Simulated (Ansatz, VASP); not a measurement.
CuO in VASP and in Ansatz

```xyz
4
Lattice="2.3130 -1.6902 0.0000 2.3130 1.6902 0.0000 -0.8489 0.0000 4.9911" Properties=species:S:1:pos:R:3 pbc="T T T"
Cu    1.1565    0.8343    0.0000
Cu    0.7320   -0.8343    2.4955
O     2.0444   -0.2802    1.2662
O     1.6199    0.2802    3.7618
```

Alike in both runs: task single point; functional LDA; k mesh 10 × 10 × 5; occupations fermi-dirac, width 0.05 eV; no spin polarisation.

|  | VASP | Ansatz |
| --- | --- | --- |
| version | VASP 6.6.1 | Ansatz 0.2.0 |
| potentials or method | VASP PAW LDA potentials, release 64 (Cu_sv_GW, O) | Ansatz PAW |
| plane-wave cutoff (eV) | 820 | 420 |
| valence electrons in the cell | 50 | 50 |

```csv
,VASP,Ansatz,Ansatz less VASP
gap on the k mesh at the Fermi level (eV),none,none,-
pressure (GPa),-2.4,-2.3,+0.11
"traceless stress, the component that is largest in VASP (GPa)",1.79,2.07,+0.283
rms of the force components (eV/Å),0.470,0.460,-0.0102
```

LDA's correlation is that of Perdew and Zunger in VASP and of Perdew and Wang (1992) in Ansatz. Atom by atom the forces differ by 0.020 eV/Å (rms over components). A gap of «none» marks a metal or a gap that the smearing closes.
